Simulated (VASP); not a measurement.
# FeO (I4/mmm) in VASP: further runs

Runs on FeO. Level: r2SCAN. Tasks: single point.

Program: VASP 6.6.1. These are calculated values, not measurements. Logs are shortened: lines on timing, memory, paths and dates and some standing lists are left out, and cuts for length are marked.

## Step 1: The cell of the first run

Symmetry: I4/mmm, No. 139, tetragonal system. The conventional cell has a = 3.150 Å, b = 3.150 Å, c = 4.096 Å, α = 90.00°, β = 90.00°, γ = 90.00°. Fe (site symmetry 4/mmm) has 6 O at 2.05 to 2.23 Å within 2.7 Å. Within 2.7 Å of O (site symmetry 4/mmm) lie 6 Fe at 2.05 to 2.23 Å.

## Step 2: Single point, r2SCAN, collinear spin, antiferromagnetic start

Input file POSCAR:

```
FeO
1.0
    2.5836122064     -1.5749444481      0.0000000000
    2.5836122064      1.5749444481      0.0000000000
   -1.3269471048      0.0000000000      4.9939396681
Fe O
2 2
Direct
    0.5000000000      0.5000000000      0.5000000000
    0.0000000000      0.0000000000      0.0000000000
    0.7500000000      0.7500000000      0.2500000000
    0.2500000000      0.2500000000      0.7500000000
```

Input file INCAR.step1:

```
ALGO = Normal
EDIFF = 1E-4
ENCUT = 520
GGA = PE
ISMEAR = 0
ISPIN = 2
LASPH = True
LCHARG = False
LMAXMIX = 4
LREAL = False
LWAVE = True
MAGMOM = 3.5 -3.5 0 0
NBANDS = 26
NELM = 150
PREC = Accurate
SIGMA = 0.1
```

Input file INCAR.step2:

```
ALGO = Normal
EDIFF = 1E-6
ENCUT = 520
ISIF = 2
ISMEAR = 0
ISPIN = 2
ISTART = 1
LASPH = True
LCHARG = True
LELF = True
LMAXMIX = 4
LMIXTAU = True
LORBIT = 11
LREAL = False
LVHAR = True
LWAVE = False
MAGMOM = 3.5 -3.5 0 0
METAGGA = R2SCAN
NBANDS = 26
NELM = 150
PREC = Accurate
SIGMA = 0.1
```

Input file KPOINTS:

```
k-points
0
Gamma
  8 8 5
```

Potentials or basis: VASP PAW PBE potentials, release 64 (Fe, O).

Launch:

```bash
> cat potpaw_PBE.64/Fe/POTCAR potpaw_PBE.64/O/POTCAR > POTCAR
> cp INCAR.step1 INCAR
> mpirun -np 1 vasp_std > vasp.out
> cp INCAR.step2 INCAR
> mpirun -np 1 vasp_std > vasp.out
```

OUTCAR:

```text
EDIFF = 1E-6
   ENCUT = 520
   ISIF = 2
   ISMEAR = 0
   ISPIN = 2
   ISTART = 1
   LASPH = True
   LORBIT = 11
   LREAL = False
   METAGGA = R2SCAN
   NELM = 150
   PREC = Accurate

 ion  position               nearest neighbor table
   1  0.500  0.500  0.500-   3 2.05   4 2.05   4 2.23   4 2.23   3 2.23   3 2.23   2 3.03   2 3.03
                             2 3.03   2 3.03
   2  0.000  0.000  0.000-   3 2.05   4 2.05   3 2.23   3 2.23   4 2.23   4 2.23   1 3.03   1 3.03
                             1 3.03   1 3.03
   3  0.750  0.750  0.250-   1 2.05   2 2.05   1 2.23   1 2.23   2 2.23   2 2.23
   4  0.250  0.250  0.750-   1 2.05   2 2.05   2 2.23   2 2.23   1 2.23   1 2.23

  LATTYP: Found a base centered monoclinic cell.
 ALAT       =     5.1672244128
 B/A-ratio  =     0.6095901096
 C/A-ratio  =     1.0000002602
 COS(beta)  =    -0.2568006832

  Lattice vectors:

 A1 = (   2.5836122064,  -1.5749444481,   0.0000000000)
 A2 = (   2.5836122064,   1.5749444481,   0.0000000000)
 A3 = (  -1.3269471048,   0.0000000000,   4.9939396681)

Analysis of symmetry for initial positions (statically):
=====================================================================
 Subroutine PRICEL returns following result:

  LATTYP: Found a body centered tetragonal cell.
 ALAT       =     3.1498874270
 C/A-ratio  =     1.3004107566

  Lattice vectors:

 A1 = (  -0.6634735524,   1.5749444481,   2.4969698341)
 A2 = (  -2.5836122064,  -1.5749444481,   0.0000000000)
 A3 = (   2.5836122064,  -1.5749444481,  -0.0000000000)

   2 primitive cells build up your supercell.

 Routine SETGRP: Setting up the symmetry group for a
 base centered monoclinic supercell.

 Subroutine GETGRP returns: Found  4 space group operations
 (whereof  4 operations were pure point group operations)
 out of a pool of  4 trial point group operations.

The static configuration has the point symmetry C_2h.

Analysis of symmetry for dynamics (positions and initial velocities):
=====================================================================
 Subroutine PRICEL returns following result:

  LATTYP: Found a body centered tetragonal cell.
 ALAT       =     3.1498874270
 C/A-ratio  =     1.3004107566

  Lattice vectors:

 A1 = (  -0.6634735524,   1.5749444481,   2.4969698341)
 A2 = (  -2.5836122064,  -1.5749444481,   0.0000000000)
 A3 = (   2.5836122064,  -1.5749444481,  -0.0000000000)

   2 primitive cells build up your supercell.

 Routine SETGRP: Setting up the symmetry group for a
 base centered monoclinic supercell.

 Subroutine GETGRP returns: Found  4 space group operations
 (whereof  4 operations were pure point group operations)
 out of a pool of  4 trial point group operations.

The dynamic configuration has the point symmetry C_2h.

Analysis of structural, dynamic, and magnetic symmetry:
=====================================================================
 Subroutine PRICEL returns following result:

  LATTYP: Found a body centered tetragonal cell.
 ALAT       =     3.1498874270
 C/A-ratio  =     1.3004107566

  Lattice vectors:

 A1 = (  -0.6634735524,   1.5749444481,   2.4969698341)
 A2 = (  -2.5836122064,  -1.5749444481,   0.0000000000)
 A3 = (   2.5836122064,  -1.5749444481,  -0.0000000000)

   2 primitive cells build up your supercell.

 Routine SETGRP: Setting up the symmetry group for a
 base centered monoclinic supercell.

 Subroutine GETGRP returns: Found  4 space group operations
 (whereof  4 operations were pure point group operations)
 out of a pool of  4 trial point group operations.

The overall configuration has the point symmetry C_2h.

 Subroutine INISYM returns: Found  4 space group operations
 (whereof  4 operations are pure point group operations),
 and found     2 'primitive' translations

----------------------------------------------------------------------------------------

                                     Primitive cell

  volume of cell :      20.3206

  direct lattice vectors                    reciprocal lattice vectors
    -0.663473552  1.574944448  2.496969834     0.000000000 -0.000000000  0.400485415
    -2.583612206 -1.574944448  0.000000000    -0.193527496 -0.317471515  0.148820230
     2.583612206 -1.574944448 -0.000000000     0.193527496 -0.317471515  0.251665185

  length of vectors
     3.025806590  3.025806016  3.025806016     0.400485415  0.400485350  0.448972627

  position of ions in fractional coordinates (direct lattice)
     0.000000000  0.000000000  1.000000000
     0.500000000  0.500000000  0.000000000

  ion indices of the primitive-cell ions
   primitive index   ion index
                 1           1
                 2           3

----------------------------------------------------------------------------------------

 KPOINTS: k-points

Automatic generation of k-mesh.
 Grid dimensions read from file:
 generate k-points for:    8    8    5

 Generating k-lattice:

  Cartesian coordinates                     Fractional coordinates (reciprocal lattice)
     0.024190937 -0.039683939  0.006427810     0.125000000  0.000000000  0.000000000
     0.024190937  0.039683939  0.006427810     0.000000000  0.125000000  0.000000000
     0.000000000  0.000000000  0.040048541     0.000000000  0.000000000  0.200000000

  Length of vectors
     0.046918368  0.046918368  0.040048541

  Shift w.r.t. Gamma in fractional coordinates (k-lattice)
     0.000000000  0.000000000  0.000000000

 Subroutine IBZKPT returns following result:
 ===========================================

 Found     93 irreducible k-points:

 Following reciprocal coordinates:
            Coordinates               Weight
  0.000000  0.000000  0.000000      1.000000
  0.125000  0.000000  0.000000      4.000000
  0.250000  0.000000  0.000000      4.000000
  0.375000  0.000000 -0.000000      4.000000
  0.500000  0.000000  0.000000      2.000000
  0.125000  0.125000  0.000000      2.000000
[... 16 lines left out ...]
  0.125000  0.000000  0.200000      4.000000
  0.250000  0.000000  0.200000      4.000000
 [... further k-points ...]
   k-points           NKPTS =     93   k-points in BZ     NKDIM =     93   number of bands    NBANDS=     26
   number of dos      NEDOS =    301   number of ions     NIONS =      4
   total plane-waves  NPLWV =  23040
   dimension x,y,z NGX =    24 NGY =   24 NGZ =   40
   dimension x,y,z NGXF=    48 NGYF=   48 NGZF=   80
   ions per type =               2   2
   NGX,Y,Z   is equivalent  to a cutoff of  13.19, 13.19, 12.87 a.u.
   NGXF,Y,Z  is equivalent  to a cutoff of  26.37, 26.37, 25.74 a.u.
 SYSTEM =  unknown system
   PREC   = accura    normal or accurate (medium, high low for compatibility)
   ISTART =      1    job   : 0-new  1-cont  2-samecut
   ICHARG =      0    charge: 1-file 2-atom 10-const
   ISPIN  =      2    spin polarized calculation?
   LNONCOLLINEAR =      F non collinear calculations
   LSORBIT =      F    spin-orbit coupling
   LASPH  =      T    aspherical Exc in radial PAW
   ENCUT  =  520.0 eV  38.22 Ry    6.18 a.u.   5.63  5.63  9.61*2*pi/ulx,y,z
   NELM   =    150;   NELMIN=  2; NELMDL=  0     # of ELM steps
   EDIFF  = 0.1E-05   stopping-criterion for ELM
   LREAL  =      F    real-space projection
   EDIFFG = 0.1E-04   stopping-criterion for IOM
   NSW    =      0    number of steps for IOM
   IBRION =     -1    ionic relax: 0-MD 1-quasi-New 2-CG
   NFREE  =      0    steps in history (QN), initial steepest desc. (CG)
   ISIF   =      2    stress and relaxation
   ISYM   =      2    0-nonsym 1-usesym 2-fastsym
   POTIM  = 0.5000    time-step for ionic-motion
   TEBEG  =    0.0;   TEEND  =   0.0 temperature during run
   PSTRESS=    0.0 pullay stress
   NELECT =      28.0000    total number of electrons
   NUPDOWN=      -1.0000    fix difference up-down
   EMIN   =  10.00;   EMAX   =-10.00  energy-range for DOS
   EFERMI =   0.00;   METHOD = LEGACY
   ISMEAR =     0;   SIGMA  =   0.10  broadening in eV -4-tet -1-fermi 0-gaus
   EFERMI_NEDOS =   21; number of points for ismear=-14 and -15
   IALGO  =     38    algorithm
   IMIX   =      4    mixing-type and parameters
     AMIX     =   0.40;   BMIX     =  1.00
     AMIX_MAG =   1.60;   BMIX_MAG =  1.00
  volume/ion in A,a.u.               =      10.16        68.56
  Fermi-wavevector in a.u.,A,eV,Ry     =   1.445902  2.732359 28.444787  2.090633
  Thomas-Fermi vector in A             =   2.564031
   LORBIT       =     11    0 simple, 1 ext, 2 COOP (PROOUT), +10 PAW based schemes
   METAGGA = R2SCAN    functional components
   LHFCALC =     F    Hartree Fock is set to
   AEXX    =    0.0000 exact exchange contribution
   IVDW    =     0    specifies the selected vdW correction
   LEPSILON=     F    determine dielectric tensor
   LRPA    =     F    only Hartree local field effects (RPA)
 spin polarized calculation
 Gauss-broadening in eV      SIGMA  =   0.10
  energy-cutoff  :      520.00
  volume of cell :       40.64
 maximum number of plane-waves:      1110
 NGX is ok and might be reduce to    24
   NGX = 11   NGY = 11   NGZ = 19

 number of electron      28.0000006 magnetization       0.0000000

 number of electron      28.0000006 magnetization      -0.0000000

 Free energy of the ion-electron system (eV)
  ---------------------------------------------------
  ext. energy  EPLUGINS =         0.00000000
  ---------------------------------------------------
  free energy    TOTEN  =       -45.49503553 eV

  energy without entropy =      -45.49449109  energy(sigma->0) =      -45.49476331

 E-fermi :   6.3758     XC(G=0): -12.6389

 val. band max:        6.2377249670   @ k =  -0.2500   0.2500   0.4000
 cond. band min:       6.5359373471   @ k =   0.3750   0.0000  -0.0000
 fundamental gap:      0.2982123801
 Fermi energy:         6.3757784663

 spin component 1

 k-point     1 :       0.0000    0.0000    0.0000
  band No.  band energies     occupation
      1     -15.6387      1.00000
      2     -14.5342      1.00000
      3      -2.5991      1.00000
      4      -0.6360      1.00000
      5      -0.2299      1.00000
      6       1.6453      1.00000
[... 18 lines left out ...]
     25      24.0023      0.00000
     26      24.0154      0.00000

 k-point     2 :       0.1250    0.0000    0.0000
  band No.  band energies     occupation
      1     -15.5171      1.00000
      2     -14.5186      1.00000
      3      -2.3725      1.00000
      4      -0.6444      1.00000
      5      -0.2819      1.00000
      6       0.8753      1.00000
[... 630 lines left out ...]
 k-point    24 :       0.2500    0.0000    0.2000
  band No.  band energies     occupation
      1     -15.1258      1.00000
      2     -14.5711      1.00000
      3      -1.8815      1.00000
      4      -0.7965      1.00000
      5      -0.5114      1.00000
      6      -0.3269      1.00000
[... 18 lines left out ...]
     25      21.4604      0.00000
     26      21.8955      0.00000

 [... further k-points ...]

 spin component 2

 k-point     1 :       0.0000    0.0000    0.0000
  band No.  band energies     occupation
      1     -15.6387      1.00000
      2     -14.5342      1.00000
      3      -2.5991      1.00000
      4      -0.6360      1.00000
      5      -0.2299      1.00000
      6       1.6453      1.00000
[... 18 lines left out ...]
     25      24.0023      0.00000
     26      24.0154      0.00000

 k-point     2 :       0.1250    0.0000    0.0000
  band No.  band energies     occupation
      1     -15.5171      1.00000
      2     -14.5186      1.00000
      3      -2.3725      1.00000
      4      -0.6444      1.00000
      5      -0.2819      1.00000
      6       0.8753      1.00000
[... 630 lines left out ...]
 k-point    24 :       0.2500    0.0000    0.2000
  band No.  band energies     occupation
      1     -15.1258      1.00000
      2     -14.5711      1.00000
      3      -1.8815      1.00000
      4      -0.7965      1.00000
      5      -0.5114      1.00000
      6      -0.3269      1.00000
[... 18 lines left out ...]
     25      21.4604      0.00000
     26      21.8955      0.00000

 [... further k-points ...]

------------------------ aborting loop because EDIFF is reached ----------------------------------------

  FORCE on cell =-STRESS in cart. coord.  units (eV):
  Direction    XX          YY          ZZ          XY          YZ          ZX
  --------------------------------------------------------------------------------------
  -------------------------------------------------------------------------------------
  Total       -1.4546585     -1.2805030      0.4902810      0.0000000      0.0000000     -0.6304423
  in kB      -57.3463496    -50.4806957     19.3281267      0.0000000      0.0000000    -24.8536441
  external PRESSURE =     -29.4996396 kB  Pullay stress =       0.0000000 kB

 VOLUME and BASIS-vectors are now :
 -----------------------------------------------------------------------------
  energy-cutoff  :      520.00
  volume of cell :       40.64
      direct lattice vectors                 reciprocal lattice vectors
     2.583612206 -1.574944448  0.000000000     0.193527496 -0.317471515  0.051422477
     2.583612206  1.574944448  0.000000000     0.193527496  0.317471515  0.051422477
    -1.326947105  0.000000000  4.993939668     0.000000000  0.000000000  0.200242707

 POSITION                                       TOTAL-FORCE (eV/Angst)
 -----------------------------------------------------------------------------------
      1.92014      0.00000      2.49697        -0.000000     -0.000000      0.000000
      0.00000      0.00000      0.00000        -0.000000     -0.000000     -0.000000
      3.54368      0.00000      1.24848         0.000000      0.000000     -0.000000
      0.29660      0.00000      3.74545         0.000000      0.000000     -0.000000
 -----------------------------------------------------------------------------------
    total drift:                                0.000000     -0.000000     -0.000000

  FREE ENERGIE OF THE ION-ELECTRON SYSTEM (eV)
  ---------------------------------------------------
  free  energy   TOTEN  =       -45.4950355312 eV

  energy  without entropy=      -45.4944910893  energy(sigma->0) =      -45.49476331

 total charge

# of ion       s       p       d       tot
------------------------------------------
    1        0.280   0.358   6.101   6.738
    2        0.280   0.358   6.101   6.738
    3        1.561   3.474   0.000   5.035
    4        1.561   3.474   0.000   5.035
--------------------------------------------------
tot          3.682   7.664  12.201  23.547

 magnetization (x)

# of ion       s       p       d       tot
------------------------------------------
    1        0.016   0.006   3.524   3.546
    2       -0.016  -0.006  -3.524  -3.546
    3        0.000   0.000   0.000   0.000
    4        0.000   0.000   0.000   0.000
--------------------------------------------------
tot          0.000   0.000   0.000   0.000
```

Wall time 9.5 min (1 thread of Intel Xeon Platinum 8488C (Sapphire Rapids), shared host); peak memory 0.28 GiB.

What came out:

- Free energy: -45.4950 eV
- Pressure: -2.9 GPa
- Band gap on the k mesh: 0.30 eV
- Net moment: 0.00 μB per cell
- Site moments: Fe +3.55, -3.55; O +0.00 μB
- Valence electrons inside the program's atomic spheres: Fe 6.74; O 5.04

Caveat: the PAW data sets were made with another functional, which shifts forces and pressure a little; an odd mesh through Γ misses points on the zone boundary, where band edges can lie.

## Step 3: Single point, r2SCAN, collinear spin, antiferromagnetic start

This run uses another cell than the first one, of 10.43 Å³/atom.

Input file POSCAR:

```
FeO
1.0
    2.6060795272     -1.5886403046      0.0000000000
    2.6060795272      1.5886403046      0.0000000000
   -1.3384863544      0.0000000000      5.0373674102
Fe O
2 2
Direct
    0.5000000000      0.5000000000      0.5000000000
    0.0000000000      0.0000000000      0.0000000000
    0.7500000000      0.7500000000      0.2500000000
    0.2500000000      0.2500000000      0.7500000000
```

Input file INCAR.step1:

```
SYSTEM = FeO
PREC = Accurate ; ENCUT = 520
ISMEAR = 0 ; SIGMA = 0.1
LREAL = .FALSE. ; LASPH = .TRUE.
NELM = 150 ; ISPIN = 2
MAGMOM = 3.5 -3.5 0 0 ; LMAXMIX = 4
NBANDS = 26 ; GGA = PE
ALGO = Normal ; EDIFF = 1E-4
LWAVE = .TRUE. ; LCHARG = .FALSE.
```

Input file INCAR.step2:

```
SYSTEM = FeO
PREC = Accurate ; ENCUT = 520
EDIFF = 1E-6 ; ISMEAR = 0
SIGMA = 0.1 ; LREAL = .FALSE.
LASPH = .TRUE. ; NELM = 150
ALGO = Normal ; ISIF = 2
LWAVE = .FALSE. ; LCHARG = .TRUE.
ISPIN = 2 ; MAGMOM = 3.5 -3.5 0 0
LORBIT = 11 ; LMAXMIX = 4
METAGGA = R2SCAN ; LMIXTAU = .TRUE.
LELF = .TRUE. ; LVHAR = .TRUE.
NBANDS = 26 ; ISTART = 1
```

Input file KPOINTS:

```
Automatic mesh
0
G
  8 8 5
  0 0 0
```

Potentials or basis: VASP PAW PBE potentials, release 64 (Fe, O).

Launch:

```bash
> cat potpaw_PBE.64/Fe/POTCAR potpaw_PBE.64/O/POTCAR > POTCAR
> cp INCAR.step1 INCAR
> mpirun -np 1 vasp_std > vasp.out
> cp INCAR.step2 INCAR
> mpirun -np 1 vasp_std > vasp.out
```

It took 8.9 min on 1 thread of Intel Xeon Platinum 8488C (Sapphire Rapids), shared host; peak memory 0.29 GiB.

It converged, with:

```yaml
Free_energy: -45.4625 eV
Pressure: -7.1 GPa
Band_gap_on_the_k_mesh: 0.30 eV
Net_moment: 0.00 μB per cell
Site_moments: Fe +3.56, -3.56; O +0.00 μB
Valence_electrons_inside_the_program's_atomic_spheres: Fe 6.70; O 5.02
```

Stress tensor (GPa, compression positive):
```
-10.40   0.00  -1.03
  0.00  -7.93   0.00
 -1.03   0.00  -2.95
```

Levels at points of the mesh, in eV from the valence-band top:
Spin up:
```csv
k point,band 12,band 13,band 14,band 15,band 16,band 17
"(0.00, 0.00, 0.00)",-2.70,-2.58,-0.45,0.48,0.52,0.80
"(0.50, 0.00, 0.00)",-2.25,-1.89,-0.28,0.30,1.41,2.19
"(0.50, 0.50, 0.00)",-2.43,-2.21,-0.65,1.30,1.43,2.52
```
Spin down:
```csv
k point,band 11,band 12,band 13,band 14,band 15,band 16,band 17,band 18
"(0.00, 0.00, 0.00)",-3.11,-2.70,-2.58,-0.45,0.48,0.52,0.80,2.37
"(0.50, 0.00, 0.00)",-2.73,-2.25,-1.89,-0.28,0.30,1.41,2.19,2.65
"(0.50, 0.50, 0.00)",-3.01,-2.43,-2.21,-0.65,1.30,1.43,2.52,2.88
```

Caveat: the cell stands under tension; the PAW data sets were made with another functional, which shifts forces and pressure a little; an odd mesh through Γ misses points on the zone boundary, where band edges can lie.
